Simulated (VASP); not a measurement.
# FeO (R-3m) in VASP: notebook

The runs below take FeO through single point, with PBE+U.

Everything below comes from runs of VASP 6.6.1. Logs are shortened: lines on timing, memory, paths and dates and some standing lists are left out, and cuts for length are marked.

### 1 The cell of the first run

Symmetry: R-3m, No. 166, trigonal system. Conventional cell: a = 3.035 Å, b = 3.035 Å, c = 7.547 Å, α = 90.00°, β = 90.00°, γ = 120.00°. Within 2.9 Å of Fe (site symmetry -3m) lie 6 O at 2.16 Å. Within 2.9 Å of O (site symmetry -3m) lie 6 Fe at 2.16 Å.

### 2 Single point, PBE+U, collinear spin, ferromagnetic start

INCAR reads:

```
PREC = Accurate ; ENCUT = 520
EDIFF = 1E-7 ; ISMEAR = -1
SIGMA = 0.001 ; LREAL = F
LASPH = T ; NELM = 150
ALGO = Normal ; ISIF = 2
LWAVE = F ; LCHARG = F
ISPIN = 2 ; MAGMOM = 4 0
LORBIT = 11 ; LMAXMIX = 4
LDAU = T ; LDAUTYPE = 2
LDAUL = 2 -1 ; LDAUU = 6.2 0
LDAUJ = 0 0 ; LDAUPRINT = 1
GGA = PE ; NBANDS = 18
```

KPOINTS reads:

```
regular mesh
0
Gamma
  9 9 9
```

POSCAR reads:

```
FeO
1.0
    1.5176813800      0.8762337500      2.5157933600
   -1.5176813800      0.8762337500      2.5157933600
    0.0000000000     -1.7524675000      2.5157933600
Fe O
1 1
Direct
    0.0000000000      0.0000000000      0.0000000000
    0.5000000000      0.5000000000      0.5000000000
```

Potentials or basis: VASP PAW PBE potentials, release 64 (Fe, O).

Started as:

```
cat potpaw_PBE.64/Fe/POTCAR potpaw_PBE.64/O/POTCAR > POTCAR
mpirun -np 1 vasp_std > vasp.out
```

OUTCAR:

```text
PREC = Accurate
   ENCUT = 520
   EDIFF = 1E-7
   ISMEAR = -1
   LREAL = F
   LASPH = T
   NELM = 150
   ISIF = 2
   ISPIN = 2
   LORBIT = 11
   GGA = PE

 ion  position               nearest neighbor table
   1  0.000  0.000  0.000-   2 2.16   2 2.16   2 2.16   2 2.16   2 2.16   2 2.16
   2  0.500  0.500  0.500-   1 2.16   1 2.16   1 2.16   1 2.16   1 2.16   1 2.16

  LATTYP: Found a trigonal (rhomboedric) cell.
 ALAT       =     3.0660004217
 COS(alpha) =     0.5099427857

  Lattice vectors:

 A1 = (   1.5176813800,   0.8762337500,   2.5157933600)
 A2 = (  -1.5176813800,   0.8762337500,   2.5157933600)
 A3 = (   0.0000000000,  -1.7524675000,   2.5157933600)

Analysis of symmetry for initial positions (statically):
=====================================================================
 Subroutine PRICEL returns:
 Original cell was already a primitive cell.

 Routine SETGRP: Setting up the symmetry group for a
 trigonal (rhombohedral) supercell.

 Subroutine GETGRP returns: Found 12 space group operations
 (whereof 12 operations were pure point group operations)
 out of a pool of 12 trial point group operations.

The static configuration has the point symmetry D_3d.

Analysis of symmetry for dynamics (positions and initial velocities):
=====================================================================
 Subroutine PRICEL returns:
 Original cell was already a primitive cell.

 Routine SETGRP: Setting up the symmetry group for a
 trigonal (rhombohedral) supercell.

 Subroutine GETGRP returns: Found 12 space group operations
 (whereof 12 operations were pure point group operations)
 out of a pool of 12 trial point group operations.

The dynamic configuration has the point symmetry D_3d.

Analysis of structural, dynamic, and magnetic symmetry:
[... 175 lines left out ...]
  o =  0.0927  v =  0.0000  0.0000  0.0000  0.0000  0.0000  0.5656 -0.0000  0.0000 -0.8247  0.0000      0.0000  0.0000  0.0000  0.0000  0.0000  0.0000  0.0000  0.0000  0.0000  0.0000
  o =  0.3095  v =  0.0000  0.0000  0.0000  0.0000  0.0000 -0.0000  0.5656  0.0000 -0.0000  0.8247      0.0000  0.0000  0.0000  0.0000  0.0000  0.0000  0.0000  0.0000  0.0000  0.0000
  o =  0.3095  v =  0.0000  0.0000  0.0000  0.0000  0.0000  0.8247  0.0000  0.0000  0.5656  0.0000      0.0000  0.0000  0.0000  0.0000  0.0000  0.0000  0.0000  0.0000  0.0000  0.0000
  o =  0.3097  v =  0.0000  0.0000  0.0000  0.0000  0.0000  0.0000  0.0000 -1.0000  0.0000  0.0000      0.0000  0.0000  0.0000  0.0000  0.0000  0.0000  0.0000  0.0000  0.0000  0.0000
  o =  0.9772  v =  0.0000  0.5707  0.0000 -0.0000  0.8212  0.0000  0.0000  0.0000  0.0000  0.0000      0.0000  0.0000  0.0000  0.0000  0.0000  0.0000  0.0000  0.0000  0.0000  0.0000
  o =  0.9772  v = -0.8212  0.0000 -0.0000 -0.5707 -0.0000  0.0000  0.0000  0.0000  0.0000  0.0000      0.0000  0.0000  0.0000  0.0000  0.0000  0.0000  0.0000  0.0000  0.0000  0.0000
  o =  0.9774  v =  0.0000 -0.0000  1.0000  0.0000 -0.0000  0.0000  0.0000  0.0000  0.0000  0.0000      0.0000  0.0000  0.0000  0.0000  0.0000  0.0000  0.0000  0.0000  0.0000  0.0000
  o =  1.0307  v =  0.0000 -0.8212 -0.0000 -0.0000  0.5707  0.0000  0.0000  0.0000  0.0000  0.0000      0.0000  0.0000  0.0000  0.0000  0.0000  0.0000  0.0000  0.0000  0.0000  0.0000
  o =  1.0307  v = -0.5707 -0.0000  0.0000  0.8212  0.0000  0.0000  0.0000  0.0000  0.0000  0.0000      0.0000  0.0000  0.0000  0.0000  0.0000  0.0000  0.0000  0.0000  0.0000  0.0000

 number of electron      13.9999999 magnetization       4.0027509

 Free energy of the ion-electron system (eV)
  ---------------------------------------------------
  ext. energy  EPLUGINS =         0.00000000
  ---------------------------------------------------
  free energy    TOTEN  =       -12.00895910 eV

  energy without entropy =      -12.00895355  energy(sigma->0) =      -12.00895633

 E-fermi :   6.9240     XC(G=0): -12.1348

 val. band max:        6.9212907752   @ k =  -0.4444   0.4444   0.3333
 cond. band min:       6.9397521044   @ k =  -0.1111   0.4444   0.1111
 fundamental gap:      0.0184613292
 Fermi energy:         6.9239539619

 spin component 1

 k-point     1 :       0.0000    0.0000    0.0000
  band No.  band energies     occupation
      1     -14.2250      1.00000
      2      -1.1549      1.00000
      3      -1.1549      1.00000
      4      -0.9279      1.00000
      5      -0.8808      1.00000
      6      -0.8808      1.00000
[... 1001 lines left out ...]
     17      36.2717      0.00000
     18      36.2989      0.00000

 [... further k-points ...]

------------------------ aborting loop because EDIFF is reached ----------------------------------------

  FORCE on cell =-STRESS in cart. coord.  units (eV):
  Direction    XX          YY          ZZ          XY          YZ          ZX
  --------------------------------------------------------------------------------------
  -------------------------------------------------------------------------------------
  Total       -0.1784909     -0.1784909     -0.3092668      0.0000000     -0.0000000      0.0000000
  in kB      -14.2462240    -14.2462239    -24.6840853      0.0000000     -0.0000000      0.0000000
  external PRESSURE =     -17.7255111 kB  Pullay stress =       0.0000000 kB

 VOLUME and BASIS-vectors are now :
 -----------------------------------------------------------------------------
  energy-cutoff  :      520.00
  volume of cell :       20.07
      direct lattice vectors                 reciprocal lattice vectors
     1.517681380  0.876233750  2.515793360     0.329449914  0.190207997  0.132496309
    -1.517681380  0.876233750  2.515793360    -0.329449914  0.190207997  0.132496309
     0.000000000 -1.752467500  2.515793360     0.000000000 -0.380415994  0.132496309

 POSITION                                       TOTAL-FORCE (eV/Angst)
 -----------------------------------------------------------------------------------
      0.00000      0.00000      0.00000         0.000000      0.000000     -0.000000
      0.00000      0.00000      3.77369        -0.000000     -0.000000      0.000000
 -----------------------------------------------------------------------------------
    total drift:                               -0.000000      0.000000     -0.000000

  FREE ENERGIE OF THE ION-ELECTRON SYSTEM (eV)
  ---------------------------------------------------
  free  energy   TOTEN  =       -12.0089591034 eV

  energy  without entropy=      -12.0089535486  energy(sigma->0) =      -12.00895633

 total charge

# of ion       s       p       d       tot
------------------------------------------
    1        0.295   0.368   6.083   6.746
    2        1.551   3.466   0.000   5.017
--------------------------------------------------
tot          1.846   3.835   6.083  11.764

 magnetization (x)

# of ion       s       p       d       tot
------------------------------------------
    1        0.025   0.020   3.871   3.916
    2        0.017   0.141   0.000   0.158
--------------------------------------------------
tot          0.043   0.160   3.871   4.075
```

stdout:

```text
POSCAR found type information on POSCAR FeO
 POSCAR found :  2 types and       2 ions
 scaLAPACK will be used
 LDA part: xc-table for (Slater+PW92), standard interpolation
 POSCAR, INCAR and KPOINTS ok, starting setup
 FFT: planning ... GRIDC
 FFT: planning ... GRID_SOFT
 FFT: planning ... GRID
 WAVECAR not read
 entering main loop
```

Run time: 83 s. Hardware: 1 thread of AMD EPYC 7R13 (Zen 3), shared host; peak memory 0.15 GiB.

What came out:

- Free energy: -12.0090 eV
- Pressure: -1.8 GPa
- Band gap on the k mesh: zero (filled and empty bands overlap)
- Net moment: 4.00 μB per cell
- Site moments: Fe +3.92; O +0.16 μB
- Valence electrons inside the program's atomic spheres: Fe 6.75; O 5.02

Stress tensor (GPa, compression positive):
```
-1.42  0.00  0.00
 0.00 -1.42  0.00
 0.00  0.00 -2.47
```

Levels at points of the mesh, in eV from the Fermi level:
Spin up:
| k point | band 7 | band 8 | band 9 | band 10 | band 11 | band 12 |
| --- | --- | --- | --- | --- | --- | --- |
| (0.00, 0.00, 0.00) | -4.26 | -4.16 | -4.16 | -0.56 | 13.77 | 14.14 |
Spin down:
| k point | band 1 | band 2 | band 3 | band 4 | band 5 | band 6 | band 7 | band 8 | band 9 | band 10 |
| --- | --- | --- | --- | --- | --- | --- | --- | --- | --- | --- |
| (0.00, 0.00, 0.00) | -20.85 | -3.96 | -3.86 | -3.86 | -0.73 | -0.64 | -0.64 | 0.12 | 1.63 | 1.63 |

Eigenvalues of the final occupation matrices:
| site | spin | trace | eigenvalues |
| --- | --- | --- | --- |
| site 1 d | 1 | 4.99 | 0.98 0.98 0.98 1.03 1.03 |
| site 1 d | 2 | 1.11 | 0.09 0.09 0.31 0.31 0.31 |

Caveat: a cell with one magnetic atom can't hold antiferromagnetic order, which such compounds often take. The state reached can hang on the start; a lower one may exist.

### 3 Single point, PBE+U, collinear spin, ferromagnetic start

INCAR reads:

```
PREC = Accurate ; ENCUT = 600
EDIFF = 1E-6 ; ISMEAR = -1
SIGMA = 0.001 ; LREAL = F
LASPH = T ; NELM = 200
ALGO = Normal ; ISIF = 2
LWAVE = F ; LCHARG = F
ISPIN = 2 ; MAGMOM = 4 0
LORBIT = 11 ; LMAXMIX = 4
LDAU = T ; LDAUTYPE = 2
LDAUL = 2 -1 ; LDAUU = 6.2 0
LDAUJ = 0 0 ; LDAUPRINT = 1
GGA = PE ; NBANDS = 22
GGA_COMPAT = F
```

KPOINTS is that of step 2.

POSCAR is that of step 2.

Potentials or basis: VASP PAW PBE potentials, release 64 (Fe_sv, O).

Started as:

```
cat potpaw_PBE.64/Fe_sv/POTCAR potpaw_PBE.64/O/POTCAR > POTCAR
mpirun -np 1 vasp_std > vasp.out
```

OUTCAR:

```text
PREC = Accurate
   ENCUT = 600
   EDIFF = 1E-6
   ISMEAR = -1
   LREAL = F
   LASPH = T
   NELM = 200
   ISIF = 2
   ISPIN = 2
   LORBIT = 11
   GGA = PE

 ion  position               nearest neighbor table
   1  0.000  0.000  0.000-   2 2.16   2 2.16   2 2.16   2 2.16   2 2.16   2 2.16
   2  0.500  0.500  0.500-   1 2.16   1 2.16   1 2.16   1 2.16   1 2.16   1 2.16

  LATTYP: Found a trigonal (rhomboedric) cell.
 ALAT       =     3.0660004217
 COS(alpha) =     0.5099427857

  Lattice vectors:

[... 1451 lines left out ...]
  external PRESSURE =      -8.4154918 kB  Pullay stress =       0.0000000 kB

 VOLUME and BASIS-vectors are now :
 -----------------------------------------------------------------------------
  energy-cutoff  :      600.00
  volume of cell :       20.07
      direct lattice vectors                 reciprocal lattice vectors
     1.517681380  0.876233750  2.515793360     0.329449914  0.190207997  0.132496309
    -1.517681380  0.876233750  2.515793360    -0.329449914  0.190207997  0.132496309
     0.000000000 -1.752467500  2.515793360     0.000000000 -0.380415994  0.132496309

 POSITION                                       TOTAL-FORCE (eV/Angst)
 -----------------------------------------------------------------------------------
      0.00000      0.00000      0.00000         0.000000      0.000000      0.000000
      0.00000      0.00000      3.77369        -0.000000     -0.000000      0.000000
 -----------------------------------------------------------------------------------
    total drift:                               -0.000000     -0.000000     -0.000000

  FREE ENERGIE OF THE ION-ELECTRON SYSTEM (eV)
  ---------------------------------------------------
  free  energy   TOTEN  =       -11.5179544090 eV

  energy  without entropy=      -11.5179340170  energy(sigma->0) =      -11.51794421

 total charge

# of ion       s       p       d       tot
------------------------------------------
    1        2.109   6.000   5.488  13.597
    2        1.550   3.472   0.000   5.022
--------------------------------------------------
tot          3.660   9.471   5.488  18.619

 magnetization (x)

# of ion       s       p       d       tot
------------------------------------------
    1        0.016   0.011   3.719   3.745
    2        0.025   0.170   0.000   0.195
--------------------------------------------------
tot          0.041   0.181   3.719   3.940
```

OSZICAR:

```text
N       E                     dE             d eps       ncg     rms          rms(c)
DAV:   1     0.317794753771E+03    0.31779E+03   -0.13358E+04  7776   0.148E+03
DAV:   2     0.477919375466E+01   -0.31302E+03   -0.29357E+03  7696   0.470E+02
[... 11 lines left out ...]
DAV:  14    -0.115179499055E+02   -0.10127E-03   -0.26322E-03  9914   0.253E-01    0.492E-02
DAV:  15    -0.115179961380E+02   -0.46232E-04   -0.12692E-04  9680   0.933E-02    0.423E-02
DAV:  16    -0.115179546560E+02    0.41482E-04   -0.21887E-04  9904   0.762E-02    0.196E-02
DAV:  17    -0.115179513993E+02    0.32567E-05   -0.14856E-04  9186   0.402E-02    0.904E-03
DAV:  18    -0.115179547476E+02   -0.33482E-05   -0.51457E-06  7880   0.241E-02    0.442E-03
DAV:  19    -0.115179544090E+02    0.33857E-06   -0.19613E-06  4490   0.739E-03
   1 F= -.11517954E+02 E0= -.11517944E+02  d E =-.203919E-04  mag=     4.0247
```

stdout:

```text
POSCAR found type information on POSCAR FeO
 POSCAR found :  2 types and       2 ions
 scaLAPACK will be used
 LDA part: xc-table for (Slater+PW92), standard interpolation
 POSCAR, INCAR and KPOINTS ok, starting setup
 FFT: planning ... GRIDC
 FFT: planning ... GRID_SOFT
 FFT: planning ... GRID
 WAVECAR not read
 entering main loop
```

Run time: 2.9 min. Hardware: 1 thread of AMD EPYC 7R43 (Zen 3), shared host; peak memory 0.15 GiB.

What came out:

```yaml
Free_energy: -11.5180 eV
Pressure: -0.8 GPa
Band_gap_on_the_k_mesh: zero (filled and empty bands overlap)
Net_moment: 4.02 μB per cell
Site_moments: Fe +3.75; O +0.20 μB
Valence_electrons_inside_the_program's_atomic_spheres: Fe 13.60; O 5.02
```

Stress tensor (GPa, compression positive):
```
-0.56  0.00  0.00
 0.00 -0.56  0.00
 0.00  0.00 -1.40
```

Eigenvalues of the final occupation matrices:
```
    site  spin  trace               eigenvalues
site 1 d     1   4.62  0.91 0.91 0.91 0.94 0.94
site 1 d     2   0.89  0.06 0.06 0.26 0.26 0.26
```

Caveat: a cell with one magnetic atom can't hold antiferromagnetic order, which such compounds often take.
